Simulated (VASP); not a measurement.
# Zr3S (Pm-3m) in VASP: a series of runs, part 2 of 2

VASP 6.6.1. The steps go on from the part before.

## 3. Single point, PBE

This run uses another cell than the first one, of 19.19 Å³/atom, 1.126 times its volume.

Input file INCAR:

```
SYSTEM = Zr3S
ALGO = Normal
EDIFF = 1E-6
ENCUT = 520
GGA = PE
ISIF = 2
ISMEAR = 0
LASPH = .TRUE.
LCHARG = .FALSE.
LREAL = .FALSE.
LWAVE = .FALSE.
NBANDS = 29
NELM = 80
PREC = Accurate
SIGMA = 0.1
```

Input file KPOINTS:

```
k-points
0
G
  4 4 4
  0 0 0
```

Input file POSCAR:

```
Zr3S
1.0
    4.2501367452      0.0000000000      0.0000000000
    0.0000000000      4.2501367452      0.0000000000
    0.0000000000      0.0000000000      4.2501367452
Zr S
3 1
Direct
    0.0000000000      0.5000000000      0.5000000000
    0.5000000000      0.0000000000      0.5000000000
    0.5000000000      0.5000000000      0.0000000000
    0.0000000000      0.0000000000      0.0000000000
```

Potentials or basis: VASP PAW PBE potentials, release 64 (Zr_sv, S).

Run with:

```bash
$ cat potpaw_PBE.64/Zr_sv/POTCAR potpaw_PBE.64/S/POTCAR > POTCAR
$ mpirun -np 1 vasp_std > vasp.out
```

OUTCAR:

```text
SYSTEM = Zr3S
   EDIFF = 1E-6
   ENCUT = 520
   GGA = PE
   ISIF = 2
   ISMEAR = 0
   LASPH = .TRUE.
   LREAL = .FALSE.
   NELM = 80
   PREC = Accurate

 ion  position               nearest neighbor table
   1  0.000  0.500  0.500-   2 3.01   3 3.01   4 3.01   3 3.01   4 3.01   2 3.01   4 3.01   4 3.01
                             2 3.01   3 3.01   3 3.01   2 3.01
   2  0.500  0.000  0.500-   1 3.01   3 3.01   4 3.01   3 3.01   4 3.01   1 3.01   3 3.01   3 3.01
                             1 3.01   4 3.01   4 3.01   1 3.01
   3  0.500  0.500  0.000-   1 3.01   2 3.01   4 3.01   1 3.01   2 3.01   2 3.01   4 3.01   2 3.01
                             1 3.01   4 3.01   1 3.01   4 3.01
   4  0.000  0.000  0.000-   1 3.01   2 3.01   3 3.01   1 3.01   2 3.01   1 3.01   3 3.01   1 3.01
                             2 3.01   3 3.01   2 3.01   3 3.01

  LATTYP: Found a simple cubic cell.
 ALAT       =     4.2501367452

  Lattice vectors:

 A1 = (   4.2501367452,   0.0000000000,   0.0000000000)
 A2 = (   0.0000000000,   4.2501367452,   0.0000000000)
 A3 = (   0.0000000000,   0.0000000000,   4.2501367452)

Analysis of symmetry for initial positions (statically):
=====================================================================
 Subroutine PRICEL returns:
 Original cell was already a primitive cell.

 Routine SETGRP: Setting up the symmetry group for a
 simple cubic supercell.

 Subroutine GETGRP returns: Found 48 space group operations
 (whereof 48 operations were pure point group operations)
 out of a pool of 48 trial point group operations.

The static configuration has the point symmetry O_h .

Analysis of symmetry for dynamics (positions and initial velocities):
=====================================================================
 Subroutine PRICEL returns:
 Original cell was already a primitive cell.

 Routine SETGRP: Setting up the symmetry group for a
 simple cubic supercell.

 Subroutine GETGRP returns: Found 48 space group operations
 (whereof 48 operations were pure point group operations)
 out of a pool of 48 trial point group operations.

The dynamic configuration has the point symmetry O_h .

 Subroutine INISYM returns: Found 48 space group operations
 (whereof 48 operations are pure point group operations),
 and found     1 'primitive' translations

----------------------------------------------------------------------------------------

                                     Primitive cell

  volume of cell :      76.7730

  direct lattice vectors                    reciprocal lattice vectors
     4.250136745  0.000000000  0.000000000     0.235286547  0.000000000  0.000000000
     0.000000000  4.250136745  0.000000000     0.000000000  0.235286547  0.000000000
     0.000000000  0.000000000  4.250136745     0.000000000  0.000000000  0.235286547

  length of vectors
     4.250136745  4.250136745  4.250136745     0.235286547  0.235286547  0.235286547

  position of ions in fractional coordinates (direct lattice)
     0.000000000  0.500000000  0.500000000
     0.500000000  0.000000000  0.500000000
     0.500000000  0.500000000  0.000000000
     0.000000000  0.000000000  0.000000000

  ion indices of the primitive-cell ions
   primitive index   ion index
                 1           1
[... 29 lines left out ...]

 Following reciprocal coordinates:
            Coordinates               Weight
  0.000000  0.000000  0.000000      1.000000
  0.250000  0.000000  0.000000      6.000000
  0.500000  0.000000  0.000000      3.000000
  0.250000  0.250000  0.000000     12.000000
  0.500000  0.250000  0.000000     12.000000
  0.500000  0.500000  0.000000      3.000000
  0.250000  0.250000  0.250000      8.000000
  0.500000  0.250000  0.250000     12.000000
  0.500000  0.500000  0.250000      6.000000
  0.500000  0.500000  0.500000      1.000000
   k-points           NKPTS =     10   k-points in BZ     NKDIM =     10   number of bands    NBANDS=     29
   number of dos      NEDOS =    301   number of ions     NIONS =      4
   total plane-waves  NPLWV =  32768
   dimension x,y,z NGX =    32 NGY =   32 NGZ =   32
   dimension x,y,z NGXF=    64 NGYF=   64 NGZF=   64
   ions per type =               3   1
   NGX,Y,Z   is equivalent  to a cutoff of  12.52, 12.52, 12.52 a.u.
   NGXF,Y,Z  is equivalent  to a cutoff of  25.03, 25.03, 25.03 a.u.
 SYSTEM =  Zr3S
   PREC   = accura    normal or accurate (medium, high low for compatibility)
   ISTART =      0    job   : 0-new  1-cont  2-samecut
   ICHARG =      2    charge: 1-file 2-atom 10-const
   ISPIN  =      1    spin polarized calculation?
   LNONCOLLINEAR =      F non collinear calculations
   LSORBIT =      F    spin-orbit coupling
   LASPH  =      T    aspherical Exc in radial PAW
   ENCUT  =  520.0 eV  38.22 Ry    6.18 a.u.   7.90  7.90  7.90*2*pi/ulx,y,z
   NELM   =     80;   NELMIN=  2; NELMDL= -5     # of ELM steps
   EDIFF  = 0.1E-05   stopping-criterion for ELM
   LREAL  =      F    real-space projection
   EDIFFG = 0.1E-04   stopping-criterion for IOM
   NSW    =      0    number of steps for IOM
   IBRION =     -1    ionic relax: 0-MD 1-quasi-New 2-CG
   NFREE  =      0    steps in history (QN), initial steepest desc. (CG)
   ISIF   =      2    stress and relaxation
   ISYM   =      2    0-nonsym 1-usesym 2-fastsym
   POTIM  = 0.5000    time-step for ionic-motion
   TEBEG  =    0.0;   TEEND  =   0.0 temperature during run
   PSTRESS=    0.0 pullay stress
   NELECT =      42.0000    total number of electrons
   NUPDOWN=      -1.0000    fix difference up-down
   EMIN   =  10.00;   EMAX   =-10.00  energy-range for DOS
   EFERMI =   0.00;   METHOD = LEGACY
   ISMEAR =     0;   SIGMA  =   0.10  broadening in eV -4-tet -1-fermi 0-gaus
   EFERMI_NEDOS =   21; number of points for ismear=-14 and -15
   IALGO  =     38    algorithm
   IMIX   =      4    mixing-type and parameters
     AMIX     =   0.40;   BMIX     =  1.00
     AMIX_MAG =   1.60;   BMIX_MAG =  1.00
  volume/ion in A,a.u.               =      19.19       129.52
  Fermi-wavevector in a.u.,A,eV,Ry     =   1.338921  2.530194 24.391301  1.792710
  Thomas-Fermi vector in A             =   2.467354
   LORBIT       =      0    0 simple, 1 ext, 2 COOP (PROOUT), +10 PAW based schemes
   GGA     = PE    functional components
   LHFCALC =     F    Hartree Fock is set to
   AEXX    =    0.0000 exact exchange contribution
   IVDW    =     0    specifies the selected vdW correction
   LEPSILON=     F    determine dielectric tensor
   LRPA    =     F    only Hartree local field effects (RPA)
 non-spin polarized calculation
 Gauss-broadening in eV      SIGMA  =   0.10
  energy-cutoff  :      520.00
  volume of cell :       76.77
 maximum number of plane-waves:      2103
 NGX is ok and might be reduce to    32
   NGX = 15   NGY = 15   NGZ = 15

 number of electron      42.0000002 magnetization

 Free energy of the ion-electron system (eV)
  ---------------------------------------------------
  ext. energy  EPLUGINS =         0.00000000
  ---------------------------------------------------
  free energy    TOTEN  =       -30.68264321 eV

  energy without entropy =      -30.66879745  energy(sigma->0) =      -30.67572033

 E-fermi :  10.6061     XC(G=0): -11.5552

 val. band max:       10.6060029863   @ k =   0.5000   0.2500   0.2500
 cond. band min:      10.6493710618   @ k =   0.5000   0.0000   0.0000
 fundamental gap:      0.0433680755
 Fermi energy:        10.6061103392

 k-point     1 :       0.0000    0.0000    0.0000
  band No.  band energies     occupation
      1     -38.2372      2.00000
      2     -37.9368      2.00000
      3     -37.9368      2.00000
      4     -16.7663      2.00000
      5     -16.7663      2.00000
      6     -16.7663      2.00000
[... 309 lines left out ...]
     28      13.4397      0.00000
     29      13.4397      0.00000

------------------------ aborting loop because EDIFF is reached ----------------------------------------

  FORCE on cell =-STRESS in cart. coord.  units (eV):
  Direction    XX          YY          ZZ          XY          YZ          ZX
  --------------------------------------------------------------------------------------
  -------------------------------------------------------------------------------------
  Total        0.0527426      0.0527426      0.0527426      0.0000000     -0.0000000      0.0000000
  in kB        1.1006850      1.1006850      1.1006850      0.0000000     -0.0000000      0.0000000
  external PRESSURE =       1.1006850 kB  Pullay stress =       0.0000000 kB

 VOLUME and BASIS-vectors are now :
 -----------------------------------------------------------------------------
  energy-cutoff  :      520.00
  volume of cell :       76.77
      direct lattice vectors                 reciprocal lattice vectors
     4.250136745  0.000000000  0.000000000     0.235286547  0.000000000  0.000000000
     0.000000000  4.250136745  0.000000000     0.000000000  0.235286547  0.000000000
     0.000000000  0.000000000  4.250136745     0.000000000  0.000000000  0.235286547

 POSITION                                       TOTAL-FORCE (eV/Angst)
 -----------------------------------------------------------------------------------
      0.00000      2.12507      2.12507         0.000000      0.000000      0.000000
      2.12507      0.00000      2.12507         0.000000      0.000000      0.000000
      2.12507      2.12507      0.00000         0.000000      0.000000      0.000000
      0.00000      0.00000      0.00000         0.000000      0.000000      0.000000
 -----------------------------------------------------------------------------------
    total drift:                                0.000000     -0.000000     -0.000000

  FREE ENERGIE OF THE ION-ELECTRON SYSTEM (eV)
  ---------------------------------------------------
  free  energy   TOTEN  =       -30.6826432129 eV

  energy  without entropy=      -30.6687974484  energy(sigma->0) =      -30.67572033
```

Wall time 9.4 s (1 thread of Intel Xeon 6975P-C (Granite Rapids), shared host); peak memory 0.17 GiB.

What came out:

- Free energy: -30.6826 eV
- Pressure: 0.1 GPa
- Band gap on the k mesh: zero (band 21 reaches 11.03 eV, above the bottom of band 22 at 8.25 eV)

Caveat: the k points lie up to 0.37 Å⁻¹ apart.
